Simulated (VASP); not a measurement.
# AgI (F-43m) in VASP: a series of runs

The runs below take AgI through single point, with LDA.

All numbers are computed with VASP 6.6.1; they aren't measurements. Logs are shortened: lines on timing, memory, paths and dates and some standing lists are left out, and cuts for length are marked.

### 1 The cell of the first run

The structure is cubic, space group F-43m (No. 216). The conventional cell has a = 6.096 Å, b = 6.096 Å, c = 6.096 Å, α = 90.00°, β = 90.00°, γ = 90.00°. Ag (site symmetry -43m) has 4 I at 2.64 Å within 3.5 Å. Within 3.5 Å of I (site symmetry -43m) lie 4 Ag at 2.64 Å.

### 2 Single point, LDA

Contents of INCAR:

```
SYSTEM = AgI
PREC = Accurate
ENCUT = 500
EDIFF = 1E-6
ISMEAR = 0
SIGMA = 0.01
LREAL = .FALSE.
LASPH = .TRUE.
NELM = 120
ALGO = Normal
ISIF = 2
LWAVE = .FALSE.
LCHARG = .FALSE.
GGA = CA
NBANDS = 16
GGA_COMPAT = .FALSE.
```

Contents of KPOINTS:

```
regular mesh
0
G
  6 6 6
  0 0 0
```

Contents of POSCAR:

```
AgI
1.0
    3.0479545035      3.0479545035      0.0000000000
   -3.0479545035      3.0479545035      0.0000000000
    0.0000000000      3.0479545035      3.0479545035
Ag I
1 1
Direct
    0.0000000000      0.0000000000      0.0000000000
    0.7500000000      0.2500000000      0.5000000000
```

Potentials or basis: VASP PAW LDA potentials, release 64 (Ag, I).

Run with:

```sh
> cat potpaw_LDA.64/Ag/POTCAR potpaw_LDA.64/I/POTCAR > POTCAR
> mpirun -np 1 vasp_std > vasp.out
```

OUTCAR:

```text
SYSTEM = AgI
   PREC = Accurate
   ENCUT = 500
   EDIFF = 1E-6
   ISMEAR = 0
   LREAL = .FALSE.
   LASPH = .TRUE.
   NELM = 120
   ISIF = 2
   GGA = CA

 ion  position               nearest neighbor table
   1  0.000  0.000  0.000-   2 2.64   2 2.64   2 2.64   2 2.64
   2  0.750  0.250  0.500-   1 2.64   1 2.64   1 2.64   1 2.64

  LATTYP: Found a face centered cubic cell.
 ALAT       =     6.0959090070

  Lattice vectors:

 A1 = (   0.0000000000,   3.0479545035,   3.0479545035)
 A2 = (   3.0479545035,   0.0000000000,   3.0479545035)
 A3 = (   3.0479545035,   3.0479545035,   0.0000000000)

Analysis of symmetry for initial positions (statically):
=====================================================================
 Subroutine PRICEL returns:
 Original cell was already a primitive cell.

 Routine SETGRP: Setting up the symmetry group for a
 face centered cubic supercell.

 Subroutine GETGRP returns: Found 24 space group operations
 (whereof 24 operations were pure point group operations)
 out of a pool of 48 trial point group operations.

The static configuration has the point symmetry T_d .

Analysis of symmetry for dynamics (positions and initial velocities):
=====================================================================
 Subroutine PRICEL returns:
 Original cell was already a primitive cell.

 Routine SETGRP: Setting up the symmetry group for a
 face centered cubic supercell.

 Subroutine GETGRP returns: Found 24 space group operations
 (whereof 24 operations were pure point group operations)
 out of a pool of 48 trial point group operations.

The dynamic configuration has the point symmetry T_d .

 Subroutine INISYM returns: Found 24 space group operations
 (whereof 24 operations are pure point group operations),
 and found     1 'primitive' translations

----------------------------------------------------------------------------------------

                                     Primitive cell

  volume of cell :      56.6312

  direct lattice vectors                    reciprocal lattice vectors
     3.047954504  3.047954504  0.000000000     0.164044443  0.164044443 -0.164044443
    -3.047954504  3.047954504  0.000000000    -0.164044443  0.164044443 -0.164044443
     0.000000000  3.047954504  3.047954504     0.000000000  0.000000000  0.328088887

  length of vectors
     4.310458596  4.310458596  4.310458596     0.284133311  0.284133311  0.328088887

  position of ions in fractional coordinates (direct lattice)
     0.000000000  0.000000000  0.000000000
     0.750000000  0.250000000  0.500000000

  ion indices of the primitive-cell ions
   primitive index   ion index
                 1           1
                 2           2

----------------------------------------------------------------------------------------

 KPOINTS: regular mesh

Automatic generation of k-mesh.
 Grid dimensions read from file:
 generate k-points for:    6    6    6

 Generating k-lattice:

  Cartesian coordinates                     Fractional coordinates (reciprocal lattice)
     0.027340741  0.027340741 -0.027340741     0.166666667  0.000000000  0.000000000
    -0.027340741  0.027340741 -0.027340741     0.000000000  0.166666667  0.000000000
     0.000000000  0.000000000  0.054681481     0.000000000  0.000000000  0.166666667

  Length of vectors
     0.047355552  0.047355552  0.054681481

  Shift w.r.t. Gamma in fractional coordinates (k-lattice)
     0.000000000  0.000000000  0.000000000

 Subroutine IBZKPT returns following result:
 ===========================================

 Found     16 irreducible k-points:

 Following reciprocal coordinates:
            Coordinates               Weight
  0.000000  0.000000  0.000000      1.000000
  0.166667  0.000000  0.000000      8.000000
  0.333333  0.000000  0.000000      8.000000
  0.500000  0.000000  0.000000      4.000000
  0.166667  0.166667  0.000000     12.000000
  0.333333  0.166667  0.000000     24.000000
[... 8 lines left out ...]
  0.500000  0.333333  0.166667     24.000000
  0.500000  0.500000  0.166667     12.000000
   k-points           NKPTS =     16   k-points in BZ     NKDIM =     16   number of bands    NBANDS=     16
   number of dos      NEDOS =    301   number of ions     NIONS =      2
   total plane-waves  NPLWV =  32768
   dimension x,y,z NGX =    32 NGY =   32 NGZ =   32
   dimension x,y,z NGXF=    64 NGYF=   64 NGZF=   64
   ions per type =               1   1
   NGX,Y,Z   is equivalent  to a cutoff of  12.34, 12.34, 12.34 a.u.
   NGXF,Y,Z  is equivalent  to a cutoff of  24.68, 24.68, 24.68 a.u.
 SYSTEM =  AgI
   PREC   = accura    normal or accurate (medium, high low for compatibility)
   ISTART =      0    job   : 0-new  1-cont  2-samecut
   ICHARG =      2    charge: 1-file 2-atom 10-const
   ISPIN  =      1    spin polarized calculation?
   LNONCOLLINEAR =      F non collinear calculations
   LSORBIT =      F    spin-orbit coupling
   LASPH  =      T    aspherical Exc in radial PAW
   ENCUT  =  500.0 eV  36.75 Ry    6.06 a.u.   7.86  7.86  7.86*2*pi/ulx,y,z
   NELM   =    120;   NELMIN=  2; NELMDL= -5     # of ELM steps
   EDIFF  = 0.1E-05   stopping-criterion for ELM
   LREAL  =      F    real-space projection
   EDIFFG = 0.1E-04   stopping-criterion for IOM
   NSW    =      0    number of steps for IOM
   IBRION =     -1    ionic relax: 0-MD 1-quasi-New 2-CG
   NFREE  =      0    steps in history (QN), initial steepest desc. (CG)
   ISIF   =      2    stress and relaxation
   ISYM   =      2    0-nonsym 1-usesym 2-fastsym
   POTIM  = 0.5000    time-step for ionic-motion
   TEBEG  =    0.0;   TEEND  =   0.0 temperature during run
   PSTRESS=    0.0 pullay stress
   NELECT =      18.0000    total number of electrons
   NUPDOWN=      -1.0000    fix difference up-down
   EMIN   =  10.00;   EMAX   =-10.00  energy-range for DOS
   EFERMI =   0.00;   METHOD = LEGACY
   ISMEAR =     0;   SIGMA  =   0.01  broadening in eV -4-tet -1-fermi 0-gaus
   EFERMI_NEDOS =   21; number of points for ismear=-14 and -15
   IALGO  =     38    algorithm
   IMIX   =      4    mixing-type and parameters
     AMIX     =   0.40;   BMIX     =  1.00
     AMIX_MAG =   1.60;   BMIX_MAG =  1.00
  volume/ion in A,a.u.               =      28.32       191.08
  Fermi-wavevector in a.u.,A,eV,Ry     =   1.117242  2.111281 16.983191  1.248229
  Thomas-Fermi vector in A             =   2.253863
   LORBIT       =      0    0 simple, 1 ext, 2 COOP (PROOUT), +10 PAW based schemes
   GGA     = CA    functional components
   LHFCALC =     F    Hartree Fock is set to
   AEXX    =    0.0000 exact exchange contribution
   IVDW    =     0    specifies the selected vdW correction
   LEPSILON=     F    determine dielectric tensor
   LRPA    =     F    only Hartree local field effects (RPA)
 non-spin polarized calculation
 Gauss-broadening in eV      SIGMA  =   0.01
  energy-cutoff  :      500.00
  volume of cell :       56.63
 maximum number of plane-waves:      1459
   NGX = 15   NGY = 15   NGZ = 15

 number of electron      18.0000002 magnetization

 Free energy of the ion-electron system (eV)
  ---------------------------------------------------
  ext. energy  EPLUGINS =         0.00000000
  ---------------------------------------------------
  free energy    TOTEN  =        -5.97974852 eV

  energy without entropy =       -5.97974852  energy(sigma->0) =       -5.97974852

 E-fermi :   5.4084     XC(G=0):  -9.7227

 val. band max:        5.3102810247   @ k =   0.0000   0.0000   0.0000
 cond. band min:       6.4258846832   @ k =   0.0000   0.0000   0.0000
 fundamental gap:      1.1156036584
 Fermi energy:         5.4083651159

 k-point     1 :       0.0000    0.0000    0.0000
  band No.  band energies     occupation
      1      -8.7691      2.00000
      2      -0.2712      2.00000
      3      -0.2712      2.00000
      4      -0.2712      2.00000
      5       1.1797      2.00000
      6       1.1797      2.00000
[... 8 lines left out ...]
     15      15.5749      0.00000
     16      15.5749      0.00000

 k-point     2 :       0.1667    0.0000    0.0000
  band No.  band energies     occupation
      1      -8.6551      2.00000
      2      -0.3370      2.00000
      3      -0.2102      2.00000
      4      -0.2102      2.00000
      5       1.1695      2.00000
      6       1.1695      2.00000
[... 8 lines left out ...]
     15      14.4975      0.00000
     16      14.6678      0.00000

 k-point     3 :       0.3333    0.0000    0.0000
  band No.  band energies     occupation
      1      -8.4119      2.00000
      2      -0.3635      2.00000
      3      -0.0982      2.00000
      4      -0.0982      2.00000
      5       1.1870      2.00000
      6       1.1870      2.00000
[... 8 lines left out ...]
     15      14.9256      0.00000
     16      14.9256      0.00000

 k-point     4 :       0.5000    0.0000    0.0000
  band No.  band energies     occupation
      1      -8.2817      2.00000
      2      -0.2652      2.00000
      3      -0.0506      2.00000
      4      -0.0506      2.00000
      5       1.2228      2.00000
      6       1.2228      2.00000
[... 8 lines left out ...]
     15      16.3419      0.00000
     16      16.3419      0.00000
[... 172 lines left out ...]
 k-point    14 :       0.3333    0.3333    0.1667
  band No.  band energies     occupation
      1      -8.2477      2.00000
      2      -0.4029      2.00000
      3       0.0115      2.00000
      4       0.1715      2.00000
      5       1.1510      2.00000
      6       1.2327      2.00000
[... 8 lines left out ...]
     15      16.6981      0.00000
     16      17.3516      0.00000

 k-point    15 :       0.5000    0.3333    0.1667
  band No.  band energies     occupation
      1      -8.1606      2.00000
      2      -0.2106      2.00000
      3      -0.0206      2.00000
      4       0.3206      2.00000
      5       1.0715      2.00000
      6       1.2776      2.00000
[... 8 lines left out ...]
     15      16.4072      0.00000
     16      17.3815      0.00000

 k-point    16 :       0.5000    0.5000    0.1667
  band No.  band energies     occupation
      1      -8.1188      2.00000
      2      -0.4337      2.00000
      3       0.2238      2.00000
      4       0.3945      2.00000
      5       1.1588      2.00000
      6       1.5210      2.00000
[... 8 lines left out ...]
     15      17.2374      0.00000
     16      17.3652      0.00000

------------------------ aborting loop because EDIFF is reached ----------------------------------------

  FORCE on cell =-STRESS in cart. coord.  units (eV):
  Direction    XX          YY          ZZ          XY          YZ          ZX
  --------------------------------------------------------------------------------------
  -------------------------------------------------------------------------------------
  Total        2.4695623      2.4695623      2.4695623      0.0000000      0.0000000      0.0000000
  in kB       69.8674886     69.8674886     69.8674886      0.0000000      0.0000000      0.0000000
  external PRESSURE =      69.8674886 kB  Pullay stress =       0.0000000 kB

 VOLUME and BASIS-vectors are now :
 -----------------------------------------------------------------------------
  energy-cutoff  :      500.00
  volume of cell :       56.63
      direct lattice vectors                 reciprocal lattice vectors
     3.047954504  3.047954504  0.000000000     0.164044443  0.164044443 -0.164044443
    -3.047954504  3.047954504  0.000000000    -0.164044443  0.164044443 -0.164044443
     0.000000000  3.047954504  3.047954504     0.000000000  0.000000000  0.328088887

 POSITION                                       TOTAL-FORCE (eV/Angst)
 -----------------------------------------------------------------------------------
      0.00000      0.00000      0.00000        -0.000000     -0.000000      0.000000
      1.52398      4.57193      1.52398         0.000000      0.000000      0.000000
 -----------------------------------------------------------------------------------
    total drift:                               -0.000001     -0.000000      0.000000

  FREE ENERGIE OF THE ION-ELECTRON SYSTEM (eV)
  ---------------------------------------------------
  free  energy   TOTEN  =        -5.9797485241 eV

  energy  without entropy=       -5.9797485241  energy(sigma->0) =       -5.97974852
```

Run time: 3.9 s. Hardware: 1 thread of Intel Xeon 6975P-C (Granite Rapids), shared host; peak memory 0.16 GiB.

Results:

```yaml
Free_energy: -5.9797 eV
Pressure: 7.0 GPa
Band_gap_on_the_k_mesh: 1.12 eV, direct
```

Levels at points of the mesh, in eV from the valence-band top:
```tsv
k point	band 5	band 6	band 7	band 8	band 9	band 10	band 11	band 12	band 13	band 14
(0.00, 0.00, 0.00)	-4.13	-4.13	0.00	0.00	0.00	1.12	5.26	5.26	5.26	8.77
(0.50, 0.00, 0.00)	-4.09	-4.09	-3.90	-1.05	-1.05	2.44	5.85	5.85	7.18	9.21
(0.50, 0.50, 0.00)	-4.00	-3.97	-3.51	-2.55	-2.55	2.88	3.52	9.05	10.18	10.18
```

Caveat: spin-orbit coupling is left out, which moves the levels of the heavy elements.

### 3 Single point, LDA

This run uses another cell than the first one, of 27.30 Å³/atom, 0.964 times its volume.

Contents of INCAR:

```
ALGO     = Normal         # electronic algorithm
EDIFF    = 1E-6           # SCF threshold, eV
ENCUT    = 500            # plane-wave cutoff, eV
GGA_COMPAT= F            
ISIF     = 2              # what is computed and relaxed
ISMEAR   = 0              # smearing method
LASPH    = T              # aspherical terms in the spheres
LCHARG   = F              # write CHGCAR
LREAL    = F              # projectors in reciprocal space
LWAVE    = F              # write WAVECAR
NBANDS   = 16             # bands
NELM     = 120            # most SCF steps
PREC     = Accurate       # precision mode
SIGMA    = 0.01           # smearing width, eV
```

Contents of KPOINTS:

```
k-points
0
Gamma
  6 6 6
```

Contents of POSCAR:

```
AgI
1.0
    3.0109727694      3.0109727694      0.0000000000
   -3.0109727694      3.0109727694      0.0000000000
    0.0000000000      3.0109727694      3.0109727694
Ag I
1 1
Direct
    0.0000000000      0.0000000000      0.0000000000
    0.7500000000      0.2500000000      0.5000000000
```

Potentials or basis: VASP PAW LDA potentials, release 64 (Ag, I).

Run with:

```sh
> cat potpaw_LDA.64/Ag/POTCAR potpaw_LDA.64/I/POTCAR > POTCAR
> mpirun -np 1 vasp_std > vasp.out
```

OUTCAR:

```text
EDIFF = 1E-6
   ENCUT = 500
   ISIF = 2
   ISMEAR = 0
   LASPH = T
   LREAL = F
   NELM = 120
   PREC = Accurate

 ion  position               nearest neighbor table
   1  0.000  0.000  0.000-   2 2.61   2 2.61   2 2.61   2 2.61
   2  0.750  0.250  0.500-   1 2.61   1 2.61   1 2.61   1 2.61

  LATTYP: Found a face centered cubic cell.
 ALAT       =     6.0219455388

  Lattice vectors:

 A1 = (   0.0000000000,   3.0109727694,   3.0109727694)
 A2 = (   3.0109727694,   0.0000000000,   3.0109727694)
 A3 = (   3.0109727694,   3.0109727694,   0.0000000000)

Analysis of symmetry for initial positions (statically):
=====================================================================
 Subroutine PRICEL returns:
 Original cell was already a primitive cell.

 Routine SETGRP: Setting up the symmetry group for a
 face centered cubic supercell.

 Subroutine GETGRP returns: Found 24 space group operations
 (whereof 24 operations were pure point group operations)
 out of a pool of 48 trial point group operations.
[... 150 lines left out ...]
  free energy    TOTEN  =        -5.87231790 eV

  energy without entropy =       -5.87231790  energy(sigma->0) =       -5.87231790

 E-fermi :   5.9469     XC(G=0):  -9.8960

 val. band max:        5.8349815929   @ k =   0.0000   0.0000   0.0000
 cond. band min:       6.9606124352   @ k =   0.0000   0.0000   0.0000
 fundamental gap:      1.1256308424
 Fermi energy:         5.9469026664

 k-point     1 :       0.0000    0.0000    0.0000
  band No.  band energies     occupation
      1      -8.5211      2.00000
      2      -0.0435      2.00000
      3      -0.0435      2.00000
      4      -0.0435      2.00000
      5       1.4679      2.00000
      6       1.4679      2.00000
[... 281 lines left out ...]
      3       0.4815      2.00000
      4       0.6590      2.00000
      5       1.4450      2.00000
      6       1.8330      2.00000
[... 8 lines left out ...]
     15      17.8509      0.00000
     16      17.9894      0.00000

------------------------ aborting loop because EDIFF is reached ----------------------------------------

  FORCE on cell =-STRESS in cart. coord.  units (eV):
  Direction    XX          YY          ZZ          XY          YZ          ZX
  --------------------------------------------------------------------------------------
  -------------------------------------------------------------------------------------
  Total        3.4078848      3.4078848      3.4078848     -0.0000000     -0.0000000     -0.0000000
  in kB      100.0103630    100.0103630    100.0103630     -0.0000000     -0.0000000     -0.0000000
  external PRESSURE =     100.0103630 kB  Pullay stress =       0.0000000 kB

 VOLUME and BASIS-vectors are now :
 -----------------------------------------------------------------------------
  energy-cutoff  :      500.00
  volume of cell :       54.59
      direct lattice vectors                 reciprocal lattice vectors
     3.010972769  3.010972769  0.000000000     0.166059290  0.166059290 -0.166059290
    -3.010972769  3.010972769  0.000000000    -0.166059290  0.166059290 -0.166059290
     0.000000000  3.010972769  3.010972769     0.000000000  0.000000000  0.332118580

 POSITION                                       TOTAL-FORCE (eV/Angst)
 -----------------------------------------------------------------------------------
      0.00000      0.00000      0.00000         0.000000      0.000000      0.000000
      1.50549      4.51646      1.50549         0.000000     -0.000000      0.000000
 -----------------------------------------------------------------------------------
    total drift:                               -0.000001     -0.000000      0.000000

  FREE ENERGIE OF THE ION-ELECTRON SYSTEM (eV)
  ---------------------------------------------------
  free  energy   TOTEN  =        -5.8723178976 eV

  energy  without entropy=       -5.8723178976  energy(sigma->0) =       -5.87231790
```

OSZICAR:

```text
N       E                     dE             d eps       ncg     rms          rms(c)
DAV:   1     0.935252385442E+02    0.93525E+02   -0.78775E+03   520   0.948E+02
DAV:   2    -0.277843064740E+01   -0.96304E+02   -0.91427E+02   624   0.203E+02
DAV:   3    -0.601030944047E+01   -0.32319E+01   -0.32262E+01   624   0.386E+01
DAV:   4    -0.605619998950E+01   -0.45891E-01   -0.45888E-01   760   0.440E+00
DAV:   5    -0.605663661446E+01   -0.43662E-03   -0.43662E-03   672   0.315E-01    0.924E+00
DAV:   6    -0.588935956993E+01    0.16728E+00   -0.46989E-01   576   0.956E+00    0.657E+00
DAV:   7    -0.587601818202E+01    0.13341E-01   -0.47256E-02   592   0.149E+00    0.257E+00
DAV:   8    -0.587236960872E+01    0.36486E-02   -0.16034E-03   656   0.247E-01    0.192E-01
DAV:   9    -0.587231226881E+01    0.57340E-04   -0.17630E-04   664   0.159E-01    0.538E-02
DAV:  10    -0.587231762100E+01   -0.53522E-05   -0.16345E-05   656   0.394E-02    0.110E-02
DAV:  11    -0.587231789759E+01   -0.27659E-06   -0.14337E-06   528   0.837E-03
   1 F= -.58723179E+01 E0= -.58723179E+01  d E =-.311042E-58
```

stdout:

```text
POSCAR found type information on POSCAR AgI
 POSCAR found :  2 types and       2 ions
 scaLAPACK will be used
 LDA part: xc-table for (Slater(with rela. corr.)+CA(PZ))
 , standard interpolation
 POSCAR, INCAR and KPOINTS ok, starting setup
 FFT: planning ... GRIDC
 FFT: planning ... GRID_SOFT
 FFT: planning ... GRID
 WAVECAR not read
 entering main loop
```

It took 3.8 s on 1 thread of Intel Xeon 6975P-C (Granite Rapids), shared host; peak memory 0.15 GiB.

Results:

| Quantity | Value |
| --- | --- |
| Free energy | -5.8723 eV |
| Pressure | 10.0 GPa |
| Band gap on the k mesh | 1.13 eV, direct |

Caveat: spin-orbit coupling is left out, which moves the levels of the heavy elements. Expect the measured gap to be larger: semilocal functionals such as LDA lack the derivative discontinuity.

(Part 1 of 2 ends here.)
